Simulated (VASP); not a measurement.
# SiC (Pmc2_1) in VASP: notebook, part 2 of 2

VASP 6.6.1. The steps go on from the part before.

### 3 Single point, PBE (the distance across one plane changed)

File INCAR:

```
ALGO     = Normal         # electronic algorithm
EDIFF    = 1E-6           # SCF threshold, eV
ENCUT    = 520            # plane-wave cutoff, eV
GGA      = PE             # functional
ISIF     = 2              # what is computed and relaxed
ISMEAR   = 0              # smearing method
LASPH    = True           # aspherical terms in the spheres
LCHARG   = False          # write CHGCAR
LREAL    = Auto         
LWAVE    = False          # write WAVECAR
NBANDS   = 46             # bands
NELM     = 100            # most SCF steps
PREC     = Accurate       # precision mode
SIGMA    = 0.05           # smearing width, eV
```

File KPOINTS:

```
k-points
0
Gamma
  9 5 3
```

File POSCAR:

```
SiC
1.0
    1.5458832036     -2.6775482513      0.0000000000
    0.0000000000      0.0000000000     -5.0740211774
   10.5743373277      6.1050965025      0.0000000000
Si C
8 8
Direct
    0.5000000000      0.9954364687      0.7309598492
    0.0000000000      0.9954364687      0.0730959849
    0.5000000000      0.9954364687      0.2923839396
    0.0000000000      0.9954364687      0.5116718944
    0.0000000000      0.4954364687      0.8040558341
    0.5000000000      0.4954364687      0.1461919699
    0.0000000000      0.4954364687      0.3654799246
    0.5000000000      0.4954364687      0.5847678794
    0.5000000000      0.6195635313      0.7309598492
    0.0000000000      0.6195635313      0.0730959849
    0.5000000000      0.6195635313      0.2923839396
    0.0000000000      0.6195635313      0.5116718944
    0.0000000000      0.1195635313      0.8040558341
    0.5000000000      0.1195635313      0.1461919699
    0.0000000000      0.1195635313      0.3654799246
    0.5000000000      0.1195635313      0.5847678794
```

Potentials or basis: VASP PAW PBE potentials, release 64 (Si, C).

The run is started by

```bash
$ cat potpaw_PBE.64/Si/POTCAR potpaw_PBE.64/C/POTCAR > POTCAR
$ mpirun -np 1 vasp_std > vasp.out
```

OUTCAR:

```text
EDIFF = 1E-6
   ENCUT = 520
   GGA = PE
   ISIF = 2
   ISMEAR = 0
   LASPH = True
   LREAL = Auto
   NELM = 100
   PREC = Accurate

 ion  position               nearest neighbor table
   1  0.500  0.995  0.731-  16 1.89  13 1.89  13 1.89   9 1.91   4 3.09   4 3.09   8 3.10   8 3.10
                             5 3.10   5 3.10   5 3.10   5 3.10
   2  0.000  0.995  0.073-  14 1.89  14 1.89  10 1.91   3 3.09   3 3.09   6 3.10   6 3.10   6 3.10
                             6 3.10
   3  0.500  0.995  0.292-  14 1.89  15 1.89  15 1.89  11 1.91   2 3.09   2 3.09   4 3.09   4 3.09
                             6 3.10   6 3.10   7 3.10   7 3.10   7 3.10   7 3.10
   4  0.000  0.995  0.512-  15 1.89  16 1.89  16 1.89  12 1.91   1 3.09   3 3.09   1 3.09   3 3.09
                             7 3.10   7 3.10   8 3.10   8 3.10   8 3.10   8 3.10
   5  0.000  0.495  0.804-   9 1.89   9 1.89  13 1.91   8 3.09   8 3.09   1 3.10   1 3.10   1 3.10
                             1 3.10
   6  0.500  0.495  0.146-  11 1.89  10 1.89  10 1.89  14 1.91   7 3.09   7 3.09   3 3.10   3 3.10
                             2 3.10   2 3.10   2 3.10   2 3.10
   7  0.000  0.495  0.365-  12 1.89  11 1.89  11 1.89  15 1.91   6 3.09   6 3.09   8 3.09   8 3.09
                             4 3.10   4 3.10   3 3.10   3 3.10   3 3.10   3 3.10
   8  0.500  0.495  0.585-   9 1.89  12 1.89  12 1.89  16 1.91   5 3.09   5 3.09   7 3.09   7 3.09
                             1 3.10   1 3.10   4 3.10   4 3.10   4 3.10   4 3.10
   9  0.500  0.620  0.731-   8 1.89   5 1.89   5 1.89   1 1.91
  10  0.000  0.620  0.073-   6 1.89   6 1.89   2 1.91
  11  0.500  0.620  0.292-   6 1.89   7 1.89   7 1.89   3 1.91
  12  0.000  0.620  0.512-   7 1.89   8 1.89   8 1.89   4 1.91
  13  0.000  0.120  0.804-   1 1.89   1 1.89   5 1.91
  14  0.500  0.120  0.146-   3 1.89   2 1.89   2 1.89   6 1.91
  15  0.000  0.120  0.365-   4 1.89   3 1.89   3 1.89   7 1.91
  16  0.500  0.120  0.585-   1 1.89   4 1.89   4 1.89   8 1.91

  LATTYP: Found a simple orthorhombic cell.
 ALAT       =     3.0917664073
 B/A-ratio  =     1.6411398887
 C/A-ratio  =     3.9492611655

  Lattice vectors:

 A1 = (   1.5458832036,  -2.6775482513,   0.0000000000)
 A2 = (   0.0000000000,   0.0000000000,  -5.0740211774)
 A3 = (  10.5743373277,   6.1050965025,   0.0000000000)

[... 186 lines left out ...]
   LRPA    =     F    only Hartree local field effects (RPA)
 non-spin polarized calculation
 Gauss-broadening in eV      SIGMA  =   0.05
  energy-cutoff  :      520.00
  volume of cell :      191.55
 maximum number of plane-waves:      5183
 NGX is ok and might be reduce to    24
   NGX = 11   NGY = 19   NGZ = 45

 number of electron      63.9999994 magnetization

 Free energy of the ion-electron system (eV)
  ---------------------------------------------------
  ext. energy  EPLUGINS =         0.00000000
  ---------------------------------------------------
  free energy    TOTEN  =      -115.19597876 eV

  energy without entropy =     -115.19597876  energy(sigma->0) =     -115.19597876

 E-fermi :   7.1349     XC(G=0): -10.5646

 val. band max:        6.9505677103   @ k =   0.1111   0.0000   0.3333
 cond. band min:       7.3238866966   @ k =   0.4444   0.2000   0.3333
 fundamental gap:      0.3733189863
 Fermi energy:         7.1348885462

 k-point     1 :       0.0000    0.0000    0.0000
  band No.  band energies     occupation
      1      -8.8886      2.00000
      2      -8.1445      2.00000
      3      -7.1508      2.00000
      4      -6.0821      2.00000
      5      -5.3939      2.00000
      6      -4.7555      2.00000
[... 1117 lines left out ...]
     43      12.9997      0.00000
     44      13.1666      0.00000

 [... further k-points ...]

 [bands above 44 left out]

------------------------ aborting loop because EDIFF is reached ----------------------------------------

  FORCE on cell =-STRESS in cart. coord.  units (eV):
  Direction    XX          YY          ZZ          XY          YZ          ZX
  --------------------------------------------------------------------------------------
  -------------------------------------------------------------------------------------
  Total       -6.5669367     -2.2606873     -6.2375139     -3.7293214      0.0000000      0.0000000
  in kB      -54.9277657    -18.9090453    -52.1723776    -31.1931269      0.0000000      0.0000000
  external PRESSURE =     -42.0030628 kB  Pullay stress =       0.0000000 kB

 VOLUME and BASIS-vectors are now :
 -----------------------------------------------------------------------------
  energy-cutoff  :      520.00
  volume of cell :      191.55
      direct lattice vectors                 reciprocal lattice vectors
     1.545883204 -2.677548251  0.000000000     0.161719850 -0.280106997  0.000000000
     0.000000000  0.000000000 -5.074021177     0.000000000  0.000000000 -0.197082347
    10.574337328  6.105096503  0.000000000     0.070926430  0.040949394  0.000000000

 POSITION                                       TOTAL-FORCE (eV/Angst)
 -----------------------------------------------------------------------------------
      8.50236      3.12381     -5.05087         1.761646      1.017087     -0.898538
      0.77294      0.44626     -5.05087         0.707614      0.408541      2.206559
      3.86471      0.44626     -5.05087         0.132276      0.076370      0.592564
      5.41059      3.12381     -5.05087         0.142521      0.082284     -0.065823
      8.50236      4.90884     -2.51386        -0.707614     -0.408541      2.206559
      2.31882     -0.44626     -2.51386        -1.761646     -1.017087     -0.898538
[... 8 lines left out ...]
      3.86471      2.23129     -0.60667        -0.272778     -0.157488     -0.091503
      6.95647      2.23129     -0.60667        -0.440024     -0.254048     -0.005339
 -----------------------------------------------------------------------------------
    total drift:                                0.000029      0.000017     -0.011748

  FREE ENERGIE OF THE ION-ELECTRON SYSTEM (eV)
  ---------------------------------------------------
  free  energy   TOTEN  =      -115.1959787607 eV

  energy  without entropy=     -115.1959787586  energy(sigma->0) =     -115.19597876
```

stdout:

```text
POSCAR found type information on POSCAR SiC
 POSCAR found :  2 types and      16 ions
 scaLAPACK will be used
 LDA part: xc-table for (Slater+PW92), standard interpolation
 POSCAR, INCAR and KPOINTS ok, starting setup
 FFT: planning ... GRIDC
 FFT: planning ... GRID_SOFT
 FFT: planning ... GRID
 WAVECAR not read
 entering main loop
```

Run time: 4.8 min. Hardware: 1 thread of AMD EPYC 9R45 (Zen 5), shared host; peak memory 0.34 GiB.

What came out:

```yaml
Free_energy: -115.1960 eV
Pressure: -4.2 GPa
Largest_force: 2.353 eV/Å
Band_gap_on_the_k_mesh: 0.37 eV (least direct gap 0.79 eV)
```

Forces in eV/Å, atoms in the order of the input:
```
Si   1.762  1.017 -0.899
Si   0.708  0.409  2.207
Si   0.132  0.076  0.593
Si   0.143  0.082 -0.066
Si  -0.708 -0.409  2.207
Si  -1.762 -1.017 -0.899
Si  -0.143 -0.082 -0.066
Si  -0.132 -0.076  0.593
C    1.070  0.618 -0.667
C    0.535  0.309 -1.071
C    0.440  0.254 -0.005
C    0.273  0.157 -0.092
C   -0.535 -0.309 -1.071
C   -1.070 -0.618 -0.667
C   -0.273 -0.157 -0.092
C   -0.440 -0.254 -0.005
```

Stress tensor (GPa, compression positive):
```
-5.49 -3.12  0.00
-3.12 -1.89  0.00
 0.00  0.00 -5.22
```

Levels at points of the mesh, in eV from the valence-band top:
| k point | band 29 | band 30 | band 31 | band 32 | band 33 | band 34 | band 35 | band 36 |
| --- | --- | --- | --- | --- | --- | --- | --- | --- |
| (0.00, 0.00, 0.00) | -0.54 | -0.44 | -0.30 | -0.19 | 1.15 | 1.86 | 2.48 | 3.31 |

Caveat: the cell differs from its parent crystal (the distance across one plane changed); the cell stands under tension; semilocal functionals underestimate gaps, and a narrow one can read as zero; forces of over 1 eV/Å act on the atoms, so gaps and moduli don't describe the material at rest.

### 4 Single point, PBE (the distance across one plane changed)

File INCAR:

```
PREC = Accurate
ENCUT = 520
EDIFF = 1E-6
ISMEAR = 0
SIGMA = 0.05
LREAL = Auto
LASPH = T
NELM = 100
ALGO = Normal
ISIF = 2
LWAVE = F
LCHARG = T
GGA = PE
LELF = T
LVHAR = T
NBANDS = 46
```

File KPOINTS:

```
Automatic mesh
0
Gamma
  9 5 3
```

File POSCAR:

```
SiC
1.0
    1.5458832036     -2.6775482513      0.0000000000
    0.0000000000      0.0000000000     -5.0740211774
   11.0073500296      6.3550965025      0.0000000000
Si C
8 8
Direct
    0.5000000000      0.9954364687      0.7022049810
    0.0000000000      0.9954364687      0.0702204981
    0.5000000000      0.9954364687      0.2808819924
    0.0000000000      0.9954364687      0.4915434867
    0.0000000000      0.4954364687      0.7724254791
    0.5000000000      0.4954364687      0.1404409962
    0.0000000000      0.4954364687      0.3511024905
    0.5000000000      0.4954364687      0.5617639848
    0.5000000000      0.6195635313      0.7022049810
    0.0000000000      0.6195635313      0.0702204981
    0.5000000000      0.6195635313      0.2808819924
    0.0000000000      0.6195635313      0.4915434867
    0.0000000000      0.1195635313      0.7724254791
    0.5000000000      0.1195635313      0.1404409962
    0.0000000000      0.1195635313      0.3511024905
    0.5000000000      0.1195635313      0.5617639848
```

The run is started by

```bash
$ cat potpaw_PBE.64/Si/POTCAR potpaw_PBE.64/C/POTCAR > POTCAR
$ mpirun -np 1 vasp_std > vasp.out
```

It took 4.7 min on 1 thread of AMD EPYC 9R45 (Zen 5), shared host; peak memory 0.34 GiB.

The run converged. Its results:

| Property | Result |
| --- | --- |
| Free energy | -114.7562 eV |
| Pressure | -3.7 GPa |
| Largest force | 2.767 eV/Å |
| Band gap on the k mesh | 0.42 eV (least direct gap 0.64 eV) |

Forces on the atoms (eV/Å):
```
Si   1.939  1.119 -0.918
Si   1.245  0.719  2.364
Si   0.092  0.053  0.630
Si   0.138  0.079 -0.048
Si  -1.245 -0.719  2.364
Si  -1.939 -1.119 -0.918
Si  -0.138 -0.079 -0.048
Si  -0.092 -0.053  0.630
C    0.956  0.552 -0.630
C    0.892  0.515 -1.289
C    0.454  0.262 -0.002
C    0.243  0.140 -0.107
C   -0.892 -0.515 -1.289
C   -0.956 -0.552 -0.630
C   -0.243 -0.140 -0.107
C   -0.454 -0.262 -0.002
```

Stress tensor (GPa, compression positive):
```
-3.45 -2.20  0.00
-2.20 -0.90  0.00
 0.00  0.00 -6.63
```

Levels at points of the mesh, in eV from the valence-band top:
| k point | band 30 | band 31 | band 32 | band 33 | band 34 | band 35 |
| --- | --- | --- | --- | --- | --- | --- |
| (0.00, 0.00, 0.00) | -0.32 | -0.22 | -0.19 | 1.31 | 1.53 | 2.57 |

Caveat: the cell differs from its parent crystal (the distance across one plane changed); the stress differs along the axes, from -7 to -1 GPa; semilocal functionals underestimate gaps, and a narrow one can read as zero; forces of over 1 eV/Å act on the atoms, so gaps and moduli don't describe the material at rest. A k mesh can miss the band edges.

### 5 Single point, PBE (the distance across one plane changed)

File INCAR:

```
SYSTEM = SiC
PREC = Accurate ; ENCUT = 520
EDIFF = 1E-6 ; ISMEAR = 0
SIGMA = 0.05 ; LREAL = Auto
LASPH = .TRUE. ; NELM = 100
ALGO = Normal ; ISIF = 2
LWAVE = .FALSE. ; LCHARG = .TRUE.
GGA = PE ; LELF = .TRUE.
LVHAR = .TRUE. ; NBANDS = 46
```

File KPOINTS:

```
Automatic mesh
0
G
  9 5 3
  0 0 0
```

File POSCAR:

```
SiC
1.0
    1.5458832036     -2.6775482513      0.0000000000
    0.0000000000      0.0000000000     -5.0740211774
   11.8733754334      6.8550965024      0.0000000000
Si C
8 8
Direct
    0.5000000000      0.9954364687      0.6509872497
    0.0000000000      0.9954364687      0.0650987249
    0.5000000000      0.9954364687      0.2603948999
    0.0000000000      0.9954364687      0.4556910748
    0.0000000000      0.4954364687      0.7160859747
    0.5000000000      0.4954364687      0.1301974500
    0.0000000000      0.4954364687      0.3254936249
    0.5000000000      0.4954364687      0.5207897998
    0.5000000000      0.6195635313      0.6509872497
    0.0000000000      0.6195635313      0.0650987249
    0.5000000000      0.6195635313      0.2603948999
    0.0000000000      0.6195635313      0.4556910748
    0.0000000000      0.1195635313      0.7160859747
    0.5000000000      0.1195635313      0.1301974500
    0.0000000000      0.1195635313      0.3254936249
    0.5000000000      0.1195635313      0.5207897998
```

The run is started by

```bash
$ cat potpaw_PBE.64/Si/POTCAR potpaw_PBE.64/C/POTCAR > POTCAR
$ mpirun -np 1 vasp_std > vasp.out
```

Run time: 5.8 min. Hardware: 1 thread of AMD EPYC 9R45 (Zen 5), shared host; peak memory 0.36 GiB.

The run converged. Its results:

```yaml
Free_energy: -114.5531 eV
Pressure: -3.1 GPa
Largest_force: 2.923 eV/Å
Band_gap_on_the_k_mesh: 0.48 eV (least direct gap 0.52 eV)
```

Forces in eV/Å, atoms in the order of the input:
```
Si   2.034  1.174 -0.904
Si   1.446  0.835  2.399
Si   0.056  0.033  0.626
Si   0.130  0.075 -0.030
Si  -1.446 -0.835  2.399
Si  -2.034 -1.174 -0.904
Si  -0.130 -0.075 -0.030
Si  -0.056 -0.033  0.626
C    0.845  0.488 -0.583
C    1.055  0.609 -1.393
C    0.448  0.259 -0.006
C    0.216  0.125 -0.108
C   -1.055 -0.609 -1.393
C   -0.845 -0.488 -0.583
C   -0.216 -0.125 -0.108
C   -0.448 -0.259 -0.006
```

Stress tensor (GPa, compression positive):
```
-2.29 -1.67  0.00
-1.67 -0.37  0.00
 0.00  0.00 -6.73
```

Levels at points of the mesh, in eV from the valence-band top:
```csv
k point,band 28,band 29,band 30,band 31,band 32,band 33,band 34,band 35,band 36,band 37
"(0.00, 0.00, 0.00)",-0.91,-0.22,-0.18,-0.16,-0.04,1.36,1.59,2.71,3.61,4.09
```

Caveat: the cell differs from its parent crystal (the distance across one plane changed); the stress differs along the axes, from -7 to -0 GPa; semilocal functionals underestimate gaps, and a narrow one can read as zero; forces of over 1 eV/Å act on the atoms, so gaps and moduli don't describe the material at rest. A k mesh can miss the band edges.

### 6 Summary

| cell | gap on the mesh (eV) | pressure (GPa) | largest force (eV/Å) |
| --- | --- | --- | --- |
| a = 3.092, b = 5.074, c = 11.710 Å, 16 atoms | 0.63 | -4.8 | 1.79 |
| a = 3.092, b = 5.074, c = 12.210 Å, 16 atoms | 0.37 | -4.2 | 2.35 |
| a = 3.092, b = 5.074, c = 12.710 Å, 16 atoms | 0.42 | -3.7 | 2.77 |
| a = 3.092, b = 5.074, c = 13.710 Å, 16 atoms | 0.48 | -3.1 | 2.92 |

Alike in all rows: task single point; level PBE; potentials or basis VASP PAW PBE potentials, release 64 (Si, C); no spin polarisation; k mesh 9 × 5 × 3; cutoff (eV) 520; smearing gaussian 0.05 eV.

Caveats: semilocal functionals underestimate gaps, and a narrow one can read as zero; forces of over 1 eV/Å act on the atoms, so gaps and moduli don't describe the material at rest; the stress differs along the axes, from -9 to -2 GPa (at least some runs); the cell stands under tension (at least some runs); the stress differs along the axes, from -7 to -1 GPa (at least some runs); the stress differs along the axes, from -7 to -0 GPa (at least some runs).

Total energies depend on the potentials used, so only differences within one code and one set of settings carry meaning.
